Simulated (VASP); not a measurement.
Mn, 1 atom in the cell. It takes space group P6/mmm (No. 191, hexagonal). The conventional cell has a = 2.451 Å, b = 2.451 Å, c = 2.103 Å, α = 90.00°, β = 90.00°, γ = 120.00°. Mn (site symmetry 6/mmm) has 8 Mn at 2.10 to 2.45 Å within 2.8 Å. 

| Property | Result |
| --- | --- |
| Program | VASP 6.6.1 |
| Task | single point |
| Functional | PBEsol |
| Potentials or basis | VASP PAW PBE potentials, release 64 (Mn_pv) |
| Cutoff | 520 eV |
| k mesh | 27 × 27 × 26 |
| Occupations | gaussian, width 0.1 eV |
| Spin | no spin polarisation |
| Dipole correction | no |
| Further INCAR settings | ALGO = Normal; EDIFF = 1e-07; NBANDS = 12 |

Potentials or basis: VASP PAW PBE potentials, release 64 (Mn_pv).

Launch:

```bash
$ cat potpaw_PBE.64/Mn_pv/POTCAR > POTCAR
$ mpirun -np 1 vasp_std > vasp.out
```

Hardware: 1 thread of Intel(R) Xeon(R) Platinum 8375C CPU @ 2.90GHz (Ice Lake) (shared host).

Question: Estimate the wall time of this run.

Answer: Run time: 82 s on 1 thread of Intel(R) Xeon(R) Platinum 8375C CPU @ 2.90GHz (Ice Lake) (shared host), peak memory 0.24 GiB. Counts: scf iterations 13, k points 1050.
